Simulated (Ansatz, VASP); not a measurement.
**Zr: VASP and Ansatz over several settings**

```
CELL_PARAMETERS angstrom
-1.77305 1.77305 1.77305
1.77305 -1.77305 1.77305
1.77305 1.77305 -1.77305
ATOMIC_POSITIONS crystal
Zr 0.00000 0.00000 0.00000
```

Single points on this cell with VASP 6.6.1 and Ansatz 0.2.0. Each row is one pair of runs. Alike in all rows: spin: off; smearing: fermi-dirac, width 0.05 eV.

| level | k mesh | VASP's potentials, cutoff | Ansatz's potentials, cutoff | gap on the k mesh at the Fermi level (eV), VASP | gap on the k mesh at the Fermi level (eV), Ansatz | pressure (GPa), VASP | pressure (GPa), Ansatz |
| --- | --- | --- | --- | --- | --- | --- | --- |
| RPBE | 10 × 10 × 10 | VASP PAW PBE potentials, release 64 (Zr_sv), 500 eV | Ansatz PAW, 420 eV | none | none | 4.1 | 4.1 |
| LDA | 10 × 10 × 10 | VASP PAW LDA potentials, release 64 (Zr_sv), 500 eV | Ansatz PAW, 420 eV | none | none | -5.3 | -5.4 |
| PBEsol | 10 × 10 × 10 | VASP PAW PBE potentials, release 64 (Zr_sv), 500 eV | Ansatz PAW, 420 eV | none | none | -2.3 | -2.4 |
| HSE06 | 6 × 6 × 6 | VASP PAW PBE potentials, release 64 (Zr_sv), 400 eV | Ansatz PAW, 420 eV | none | none | 1.5 | 1.5 |
| r2SCAN | 10 × 10 × 10 | VASP PAW PBE potentials, release 64 (Zr_sv), 550 eV | Ansatz PAW, 500 eV | none | none | 2.4 | 2.3 |
| PBE0 | 6 × 6 × 6 | VASP PAW PBE potentials, release 64 (Zr_sv), 400 eV | Ansatz PAW, 420 eV | none | none | 0.5 | 0.7 |

Pressure (GPa): the two programs differ by at most 0.19.

A gap of «none» marks a metal or a gap that the smearing closes.

The k mesh is coarse in some rows, so the values compare programs but aren't converged.
